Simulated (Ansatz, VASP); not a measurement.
**Two plane-wave programs on SbW**

Contents of INCAR:

```
PREC = Accurate ; ENCUT = 520
EDIFF = 1E-6 ; ISMEAR = -1
SIGMA = 0.08 ; LREAL = False
LASPH = True ; NELM = 100
ALGO = Normal ; ISIF = 2
LWAVE = False ; LCHARG = False
GGA = PE ; NBANDS = 16
```

Contents of KPOINTS:

```
Automatic mesh
0
Gamma
  12 12 12
```

File POSCAR:

```
SbW
1.0
    3.0384822497      0.0000000000      0.0000000000
    0.0000000000      3.0384822497      0.0000000000
    0.0000000000      0.0000000000      3.0384822497
W Sb
1 1
Direct
    0.0000000000      0.0000000000      0.0000000000
    0.5000000000      0.5000000000      0.5000000000
```

Input for Ansatz:

```yaml
crystal:
  lattice:
    - [3.0384822497, 0.0, 0.0]
    - [0.0, 3.0384822497, 0.0]
    - [0.0, 0.0, 3.0384822497]
  atoms:
    - { symbol: W, position: [0.0, 0.0, 0.0] }
    - { symbol: Sb, position: [0.5, 0.5, 0.5] }
kpoints:
  mp_grid: { grid: [12, 12, 12] }
scf:
  occupations: { method: fermi_dirac, width: 0.08 }
hamiltonian:
  xc: pbe
  pseudopotentials: { kind: paw }
output:
  forces: true
  stress: true
  eigenvalues: true
  populations: true
```

Change from the starting cell: volume scaled by 0.76, PAW files.

Alike in both runs: task single point; functional PBE; k mesh 12 × 12 × 12; occupations fermi-dirac, width 0.08 eV; no spin polarisation.

|  | VASP | Ansatz |
| --- | --- | --- |
| version | VASP 6.6.1 | Ansatz 0.2.0 |
| potentials or method | VASP PAW PBE potentials, release 64 (W_sv, Sb) | PAW with Ansatz's default frozen-core files, scalar-relativistic |
| plane-wave cutoff (eV) | 520 | 420 |
| valence electrons in the cell | 19 | 29 |

```csv
,VASP,Ansatz,Ansatz less VASP
pressure (GPa),92.4,91.7,-0.66
```

Both programs put the cell under a high pressure, so it lies far from rest at this level. With one functional, cell and mesh, what is left measures potentials, basis and numerics. VASP's potentials hold 19 valence electrons a cell and Ansatz's 29, so a difference there can come from the potentials and not from the codes.

Spin-orbit coupling is off throughout. Noted on VASP's run: the cell as given lies far from equilibrium.
